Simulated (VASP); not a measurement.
**PbSe: single point with PBEsol**

PbSe:

```xyz
2
Lattice="0.0000 3.0102 3.0102 3.0102 0.0000 3.0102 3.0102 3.0102 0.0000" Properties=species:S:1:pos:R:3 pbc="T T T"
Pb    3.0102    3.0102    3.0102
Se    0.0000    0.0000    0.0000
```

```json
{
  "Program": "VASP 6.6.1",
  "Task": "single point",
  "Functional": "PBEsol",
  "Potentials or basis": "VASP PAW PBE potentials, release 64 (Pb_d, Se)",
  "Cutoff": "520 eV",
  "k mesh": "10 × 10 × 10",
  "Occupations": "gaussian, width 0.05 eV",
  "Spin": "no spin polarisation"
}
```

* Pressure: 2.4 GPa
* Band gap on the k mesh: 0.02 eV

Levels at points of the mesh, in eV from the valence-band top:
| k point | band 7 | band 8 | band 9 | band 10 | band 11 | band 12 | band 13 | band 14 |
| --- | --- | --- | --- | --- | --- | --- | --- | --- |
| (0.00, 0.00, 0.00) | -6.30 | -2.15 | -2.15 | -2.15 | 4.74 | 4.74 | 4.74 | 6.29 |
| (0.50, 0.00, 0.00) | -9.19 | -1.70 | -1.70 | 0.00 | 0.02 | 1.49 | 1.49 | 8.42 |
| (0.50, 0.50, 0.00) | -7.55 | -5.50 | -3.62 | -3.62 | 3.31 | 5.73 | 5.73 | 6.17 |

Wall time 95 s on 1 thread of Intel Xeon 8259CL, with other jobs on the host, peak memory 0.17 GiB.

Caveat: the PAW data sets were made with another functional, which shifts forces and pressure a little; spin-orbit coupling is left out, which moves the levels of the heavy elements. A k mesh can miss the band edges.
